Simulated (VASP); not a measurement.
Write the native input for VASP 6.6.1 that does the following.

- Task: single point
- Functional: PBE
- Potentials or basis: VASP PAW PBE potentials, release 64 (Si, Mo_sv)
- Cutoff: 500 eV
- k mesh: 5 × 5 × 5
- Occupations: gaussian, width 0.2 eV
- Spin: no spin polarisation
- Dipole correction: no
- Further INCAR settings: ALGO = Normal; EDIFF = 1e-06; NBANDS = 31

The structure of SiMo3 lies in POSCAR:

```
SiMo3
1.0
    4.5361755026      0.0000000000      0.0000000000
    0.0000000000      4.5361755026      0.0000000000
    0.0000000000      0.0000000000      4.5361755026
Si Mo
1 3
Direct
    0.5000000000      0.5000000000      0.5000000000
    0.0000000000      0.5000000000      0.5000000000
    0.5000000000      0.0000000000      0.5000000000
    0.5000000000      0.5000000000      0.0000000000
```

The cell was built from a structure type or drawn by symmetry, and may not be a known phase.

One way to write it, as run:

INCAR

```
PREC     = Accurate       # precision mode
ENCUT    = 500            # plane-wave cutoff, eV
EDIFF    = 1E-6           # SCF threshold, eV
ISMEAR   = 0              # smearing method
SIGMA    = 0.2            # smearing width, eV
LREAL    = False          # projectors in reciprocal space
LASPH    = True           # aspherical terms in the spheres
NELM     = 120            # most SCF steps
ALGO     = Normal         # electronic algorithm
ISIF     = 2              # what is computed and relaxed
LWAVE    = False          # write WAVECAR
LCHARG   = False          # write CHGCAR
GGA      = PE             # functional
NBANDS   = 31             # bands
GGA_COMPAT= False
```

KPOINTS

```
regular mesh
0
Gamma
  5 5 5
```

Potentials or basis: VASP PAW PBE potentials, release 64 (Si, Mo_sv).

The run is started by

```console
$ cat potpaw_PBE.64/Si/POTCAR potpaw_PBE.64/Mo_sv/POTCAR > POTCAR
$ mpirun -np 1 vasp_std > vasp.out
```

It gave:

| Property | Result |
| --- | --- |
| Pressure | 0.7 GPa |
| Band gap on the k mesh | zero (bands 23 and 24 overlap by 0.73 eV) |

Run time: 30 s on 1 thread of Intel(R) Xeon(R) Platinum 8259CL CPU @ 2.50GHz (Skylake/Cascade Lake), with other jobs on the host, peak memory 0.2 GiB.
